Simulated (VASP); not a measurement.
TiAl, 2 atoms in the cell. Symmetry: P-6m2, No. 187, hexagonal system. The conventional cell has a = 2.867 Å, b = 2.867 Å, c = 4.678 Å, α = 90.00°, β = 90.00°, γ = 120.00°. Ti (site symmetry -6m2) has 6 Al at 2.87 Å and 6 Ti at 2.87 Å within 3.8 Å. Within 3.8 Å of Al (site symmetry -6m2) lie 6 Ti at 2.87 Å and 6 Al at 2.87 Å. 

| Item | Value |
| --- | --- |
| Program | VASP 6.6.1 |
| Task | relaxation of cell and atoms |
| Functional | LDA |
| Potentials or basis | VASP PAW LDA potentials, release 64 (Ti_sv, Al) |
| Cutoff | 600 eV |
| k mesh | 17 × 17 × 9 |
| Occupations | fermi-dirac, width 0.1 eV |
| Spin | no spin polarisation |
| Dipole correction | no |
| Further INCAR settings | ALGO = Normal; EDIFF = 1e-06; IBRION = 2; EDIFFG = -0.01; NSW = 80; ISIF = 3 |

Potentials or basis: VASP PAW LDA potentials, release 64 (Ti_sv, Al).

Run with:

```console
$ cat potpaw_LDA.64/Ti_sv/POTCAR potpaw_LDA.64/Al/POTCAR > POTCAR
$ mpirun -np 1 vasp_std > vasp.out
```

Hardware: 1 thread of AMD EPYC 9R45 96-Core Processor (Zen 5), with other jobs on the host.

Task: Estimate the wall time of this run.

Result: Run time: 3.3 min on 1 thread of AMD EPYC 9R45 96-Core Processor (Zen 5), with other jobs on the host, peak memory 0.19 GiB. Counts: scf iterations 57, k points 165, ion steps 7.
